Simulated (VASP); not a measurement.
W, 1 atom in the cell. Symmetry: I4/mmm, No. 139, tetragonal system. Conventional cell: a = 2.688 Å, b = 2.688 Å, c = 4.563 Å, α = 90.00°, β = 90.00°, γ = 90.00°. Within 3.5 Å of W (site symmetry 4/mmm) lie 12 W at 2.69 to 2.97 Å. 

| Property | Result |
| --- | --- |
| Program | VASP 6.6.1 |
| Task | single point |
| Functional | PBE |
| Potentials or basis | VASP PAW PBE potentials, release 64 (W_sv) |
| Cutoff | 520 eV |
| k mesh | 20 × 20 × 20 |
| Occupations | gaussian, width 0.1 eV |
| Spin | no spin polarisation |
| Dipole correction | no |
| Further INCAR settings | ALGO = Normal; EDIFF = 1e-06; NBANDS = 13 |

Potentials or basis: VASP PAW PBE potentials, release 64 (W_sv).

The run is started by

```bash
$ cat potpaw_PBE.64/W_sv/POTCAR > POTCAR
$ mpirun -np 1 vasp_std > vasp.out
```

Hardware: 1 thread of Intel Xeon 8259CL, with other jobs on the host.

How long does it take, and how much memory?

It took 2.8 min on 1 thread of Intel Xeon 8259CL, with other jobs on the host, peak memory 0.25 GiB. Counts: scf iterations 11, k points 641.
